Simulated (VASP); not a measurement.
# CoO (Fm-3m) in VASP: single point with PBE+U

Aim: the single point of CoO with PBE+U.

All numbers are computed with VASP 6.6.1; they aren't measurements. Logs are shortened: lines on timing, memory, paths and dates and some standing lists are left out, and cuts for length are marked.

### Step 1. The cell of the first run

Symmetry: Fm-3m, No. 225, cubic system. The conventional cell has a = 4.260 Å, b = 4.260 Å, c = 4.260 Å, α = 90.00°, β = 90.00°, γ = 90.00°. Within 2.8 Å of Co (site symmetry m-3m) lie 6 O at 2.13 Å. Within 2.8 Å of O (site symmetry m-3m) lie 6 Co at 2.13 Å.

### Step 2. Single point, PBE+U, collinear spin, ferromagnetic start

Input file INCAR:

```
PREC = Accurate ; ENCUT = 600
EDIFF = 1E-6 ; ISMEAR = -1
SIGMA = 0.05 ; LREAL = F
LASPH = T ; NELM = 200
ALGO = Normal ; ISIF = 2
LWAVE = F ; LCHARG = T
ISPIN = 2 ; MAGMOM = 2.7 0
LORBIT = 11 ; LMAXMIX = 4
LDAU = T ; LDAUTYPE = 2
LDAUL = 2 -1 ; LDAUU = 3.3 0
LDAUJ = 0 0 ; LDAUPRINT = 1
GGA = PE ; LELF = T
LVHAR = T ; NBANDS = 18
GGA_COMPAT = F
```

Input file KPOINTS:

```
regular mesh
0
Gamma
  6 6 6
```

Input file POSCAR:

```
CoO
1.0
    0.0000000000      2.1300000000      2.1300000000
    2.1300000000      0.0000000000      2.1300000000
    2.1300000000      2.1300000000      0.0000000000
Co O
1 1
Direct
    0.0000000000      0.0000000000      0.0000000000
    0.5000000000      0.5000000000      0.5000000000
```

Potentials or basis: VASP PAW PBE potentials, release 64 (Co, O).

Started as:

```bash
$ cat potpaw_PBE.64/Co/POTCAR potpaw_PBE.64/O/POTCAR > POTCAR
$ mpirun -np 1 vasp_std > vasp.out
```

OUTCAR:

```text
PREC = Accurate
   ENCUT = 600
   EDIFF = 1E-6
   ISMEAR = -1
   LREAL = F
   LASPH = T
   NELM = 200
   ISIF = 2
   ISPIN = 2
   LORBIT = 11
   GGA = PE

 ion  position               nearest neighbor table
   1  0.000  0.000  0.000-   2 2.13   2 2.13   2 2.13   2 2.13   2 2.13   2 2.13
   2  0.500  0.500  0.500-   1 2.13   1 2.13   1 2.13   1 2.13   1 2.13   1 2.13

  LATTYP: Found a face centered cubic cell.
 ALAT       =     4.2600000000

  Lattice vectors:

 A1 = (   0.0000000000,   2.1300000000,   2.1300000000)
 A2 = (   2.1300000000,   0.0000000000,   2.1300000000)
 A3 = (   2.1300000000,   2.1300000000,   0.0000000000)

Analysis of symmetry for initial positions (statically):
=====================================================================
 Subroutine PRICEL returns:
 Original cell was already a primitive cell.

 Routine SETGRP: Setting up the symmetry group for a
 face centered cubic supercell.

 Subroutine GETGRP returns: Found 48 space group operations
 (whereof 48 operations were pure point group operations)
 out of a pool of 48 trial point group operations.

The static configuration has the point symmetry O_h .

Analysis of symmetry for dynamics (positions and initial velocities):
=====================================================================
 Subroutine PRICEL returns:
 Original cell was already a primitive cell.

 Routine SETGRP: Setting up the symmetry group for a
 face centered cubic supercell.

 Subroutine GETGRP returns: Found 48 space group operations
 (whereof 48 operations were pure point group operations)
 out of a pool of 48 trial point group operations.

The dynamic configuration has the point symmetry O_h .

Analysis of structural, dynamic, and magnetic symmetry:
=====================================================================
 Subroutine PRICEL returns:
 Original cell was already a primitive cell.

 Routine SETGRP: Setting up the symmetry group for a
 face centered cubic supercell.

 Subroutine GETGRP returns: Found 48 space group operations
 (whereof 48 operations were pure point group operations)
 out of a pool of 48 trial point group operations.

The overall configuration has the point symmetry O_h .

 Subroutine INISYM returns: Found 48 space group operations
 (whereof 48 operations are pure point group operations),
 and found     1 'primitive' translations

----------------------------------------------------------------------------------------

                                     Primitive cell

  volume of cell :      19.3272

  direct lattice vectors                    reciprocal lattice vectors
     0.000000000  2.130000000  2.130000000    -0.234741784  0.234741784  0.234741784
     2.130000000  0.000000000  2.130000000     0.234741784 -0.234741784  0.234741784
     2.130000000  2.130000000  0.000000000     0.234741784  0.234741784 -0.234741784

  length of vectors
     3.012274888  3.012274888  3.012274888     0.406584697  0.406584697  0.406584697

  position of ions in fractional coordinates (direct lattice)
     0.000000000  0.000000000  0.000000000
     0.500000000  0.500000000  0.500000000

  ion indices of the primitive-cell ions
   primitive index   ion index
                 1           1
                 2           2

----------------------------------------------------------------------------------------

 KPOINTS: regular mesh

Automatic generation of k-mesh.
 Grid dimensions read from file:
 generate k-points for:    6    6    6

 Generating k-lattice:

  Cartesian coordinates                     Fractional coordinates (reciprocal lattice)
[... 63 lines left out ...]
   NUPDOWN=      -1.0000    fix difference up-down
   EMIN   =  10.00;   EMAX   =-10.00  energy-range for DOS
   EFERMI =   0.00;   METHOD = LEGACY
   ISMEAR =    -1;   SIGMA  =   0.05  broadening in eV -4-tet -1-fermi 0-gaus
   EFERMI_NEDOS =   21; number of points for ismear=-14 and -15
   IALGO  =     38    algorithm
   IMIX   =      4    mixing-type and parameters
     AMIX     =   0.40;   BMIX     =  1.00
     AMIX_MAG =   1.60;   BMIX_MAG =  1.00
  volume/ion in A,a.u.               =       9.66        65.21
  Fermi-wavevector in a.u.,A,eV,Ry     =   1.504466  2.843028 30.795662  2.263417
  Thomas-Fermi vector in A             =   2.615442
   LORBIT       =     11    0 simple, 1 ext, 2 COOP (PROOUT), +10 PAW based schemes
 LDA+U is selected, type is set to LDAUTYPE =  2
   angular momentum for each species LDAUL =     2   -1
   U (eV)           for each species LDAUU =   3.3  0.0
   J (eV)           for each species LDAUJ =   0.0  0.0
   GGA     = PE    functional components
   LHFCALC =     F    Hartree Fock is set to
   AEXX    =    0.0000 exact exchange contribution
   IVDW    =     0    specifies the selected vdW correction
   LEPSILON=     F    determine dielectric tensor
   LRPA    =     F    only Hartree local field effects (RPA)
 spin polarized calculation
  energy-cutoff  :      600.00
  volume of cell :       19.33
 maximum number of plane-waves:       656
   NGX = 13   NGY = 13   NGZ = 13

atom =   1  type =  1  l = 2

 onsite density matrix

spin component  1

  0.9680  0.0000 -0.0000 -0.0000 -0.0000
  0.0000  0.9680 -0.0000 -0.0000  0.0000
 -0.0000 -0.0000  1.0113  0.0000  0.0000
 -0.0000 -0.0000  0.0000  0.9680  0.0000
 -0.0000  0.0000  0.0000  0.0000  1.0113

spin component  2

  0.6547  0.0000 -0.0000 -0.0000 -0.0000
  0.0000  0.6547 -0.0000 -0.0000 -0.0000
 -0.0000 -0.0000  0.1361 -0.0000  0.0000
 -0.0000 -0.0000 -0.0000  0.6547  0.0000
 -0.0000 -0.0000  0.0000  0.0000  0.1361

 occupancies and eigenvectors

  o =  0.1361  v =  0.0000  0.0000  0.0000  0.0000  0.0000  0.0000 -0.0000  1.0000  0.0000 -0.0024      0.0000  0.0000  0.0000  0.0000  0.0000  0.0000  0.0000  0.0000  0.0000  0.0000
  o =  0.1361  v =  0.0000  0.0000  0.0000  0.0000  0.0000  0.0000  0.0000 -0.0024 -0.0000 -1.0000      0.0000  0.0000  0.0000  0.0000  0.0000  0.0000  0.0000  0.0000  0.0000  0.0000
  o =  0.6547  v =  0.0000  0.0000  0.0000  0.0000  0.0000  1.0000  0.0000  0.0000  0.0000  0.0000      0.0000  0.0000  0.0000  0.0000  0.0000  0.0000  0.0000  0.0000  0.0000  0.0000
  o =  0.6547  v =  0.0000  0.0000  0.0000  0.0000  0.0000  0.0000  0.1301  0.0000 -0.9915  0.0000      0.0000  0.0000  0.0000  0.0000  0.0000  0.0000  0.0000  0.0000  0.0000  0.0000
  o =  0.6547  v =  0.0000  0.0000  0.0000  0.0000  0.0000  0.0000  0.9915  0.0000  0.1301 -0.0000      0.0000  0.0000  0.0000  0.0000  0.0000  0.0000  0.0000  0.0000  0.0000  0.0000
  o =  0.9680  v =  1.0000  0.0000  0.0000  0.0000  0.0000  0.0000  0.0000  0.0000  0.0000  0.0000      0.0000  0.0000  0.0000  0.0000  0.0000  0.0000  0.0000  0.0000  0.0000  0.0000
  o =  0.9680  v =  0.0000  0.9883  0.0000  0.1524  0.0000  0.0000  0.0000  0.0000  0.0000  0.0000      0.0000  0.0000  0.0000  0.0000  0.0000  0.0000  0.0000  0.0000  0.0000  0.0000
  o =  0.9680  v =  0.0000 -0.1524 -0.0000  0.9883  0.0000  0.0000  0.0000  0.0000  0.0000  0.0000      0.0000  0.0000  0.0000  0.0000  0.0000  0.0000  0.0000  0.0000  0.0000  0.0000
  o =  1.0113  v =  0.0000 -0.0000 -0.0062 -0.0000  1.0000  0.0000  0.0000  0.0000  0.0000  0.0000      0.0000  0.0000  0.0000  0.0000  0.0000  0.0000  0.0000  0.0000  0.0000  0.0000
  o =  1.0113  v =  0.0000  0.0000 -1.0000 -0.0000 -0.0062  0.0000  0.0000  0.0000  0.0000  0.0000      0.0000  0.0000  0.0000  0.0000  0.0000  0.0000  0.0000  0.0000  0.0000  0.0000

 number of electron      15.0000007 magnetization       2.9934978

 Free energy of the ion-electron system (eV)
  ---------------------------------------------------
  ext. energy  EPLUGINS =         0.00000000
  ---------------------------------------------------
  free energy    TOTEN  =       -11.31968452 eV

  energy without entropy =      -11.28174860  energy(sigma->0) =      -11.30071656

 E-fermi :   7.3658     XC(G=0): -12.3874

 val. band max:        7.3415003763   @ k =   0.3333   0.1667   0.0000
 cond. band min:       7.3915749476   @ k =   0.5000   0.3333   0.0000
 fundamental gap:      0.0500745713
 Fermi energy:         7.3657908346

 spin component 1

 k-point     1 :       0.0000    0.0000    0.0000
  band No.  band energies     occupation
      1     -12.1172      1.00000
      2       2.7722      1.00000
      3       2.7722      1.00000
      4       3.2217      1.00000
      5       3.2218      1.00000
      6       3.2218      1.00000
[... 312 lines left out ...]
      4       1.8591      1.00000
      5       3.5344      1.00000
      6       4.1363      1.00000
[... 10 lines left out ...]
     17      37.2033      0.00000
     18      39.1831      0.00000
 Fermi energy:         7.3657908346

 spin component 2

 k-point     1 :       0.0000    0.0000    0.0000
  band No.  band energies     occupation
      1     -11.6837      1.00000
      2       5.4653      1.00000
      3       5.4653      1.00000
      4       5.4653      1.00000
      5       6.2428      1.00000
      6       6.2428      1.00000
[... 313 lines left out ...]
      5       6.4807      1.00000
      6       7.3088      0.75779
[... 10 lines left out ...]
     17      39.3083      0.00000
     18      39.7403      0.00000

------------------------ aborting loop because EDIFF is reached ----------------------------------------

  FORCE on cell =-STRESS in cart. coord.  units (eV):
  Direction    XX          YY          ZZ          XY          YZ          ZX
  --------------------------------------------------------------------------------------
  -------------------------------------------------------------------------------------
  Total       -0.2286613     -0.2286613     -0.2286613      0.0000000     -0.0000000      0.0000000
  in kB      -18.9554662    -18.9554662    -18.9554662      0.0000000     -0.0000000      0.0000000
  external PRESSURE =     -18.9554662 kB  Pullay stress =       0.0000000 kB

 VOLUME and BASIS-vectors are now :
 -----------------------------------------------------------------------------
  energy-cutoff  :      600.00
  volume of cell :       19.33
      direct lattice vectors                 reciprocal lattice vectors
     0.000000000  2.130000000  2.130000000    -0.234741784  0.234741784  0.234741784
     2.130000000  0.000000000  2.130000000     0.234741784 -0.234741784  0.234741784
     2.130000000  2.130000000  0.000000000     0.234741784  0.234741784 -0.234741784

 POSITION                                       TOTAL-FORCE (eV/Angst)
 -----------------------------------------------------------------------------------
      0.00000      0.00000      0.00000        -0.000000      0.000000      0.000000
      2.13000      2.13000      2.13000         0.000000     -0.000000      0.000000
 -----------------------------------------------------------------------------------
    total drift:                                0.000000     -0.000000     -0.000000

  FREE ENERGIE OF THE ION-ELECTRON SYSTEM (eV)
  ---------------------------------------------------
  free  energy   TOTEN  =       -11.3196845220 eV

  energy  without entropy=      -11.2817485994  energy(sigma->0) =      -11.30071656

 total charge

# of ion       s       p       d       tot
------------------------------------------
    1        0.297   0.362   7.139   7.798
    2        1.549   3.449   0.000   4.998
--------------------------------------------------
tot          1.846   3.811   7.139  12.796

 magnetization (x)

# of ion       s       p       d       tot
------------------------------------------
    1        0.021   0.018   2.689   2.728
    2        0.023   0.230   0.000   0.253
--------------------------------------------------
tot          0.044   0.247   2.689   2.981
```

It took 7.2 s on 1 thread of Intel Xeon 6975P-C (Granite Rapids), shared host; peak memory 0.15 GiB.

What came out:

* Free energy: -11.3197 eV
* Pressure: -1.9 GPa
* Band gap on the k mesh: zero (filled and empty bands overlap)
* Net moment: 2.99 μB per cell
* Site moments: Co +2.73; O +0.25 μB
* Valence electrons inside the program's atomic spheres: Co 7.80; O 5.00

Eigenvalues of the final occupation matrices:
| site | spin | trace | eigenvalues |
| --- | --- | --- | --- |
| site 1 d | 1 | 4.93 | 0.97 0.97 0.97 1.01 1.01 |
| site 1 d | 2 | 2.24 | 0.14 0.14 0.65 0.65 0.65 |

Caveat: the k points lie up to 0.43 Å⁻¹ apart, too coarse for converged energies and pressures of a metal; a cell with one magnetic atom can't hold antiferromagnetic order, which such compounds often take. The state reached can hang on the start; a lower one may exist.
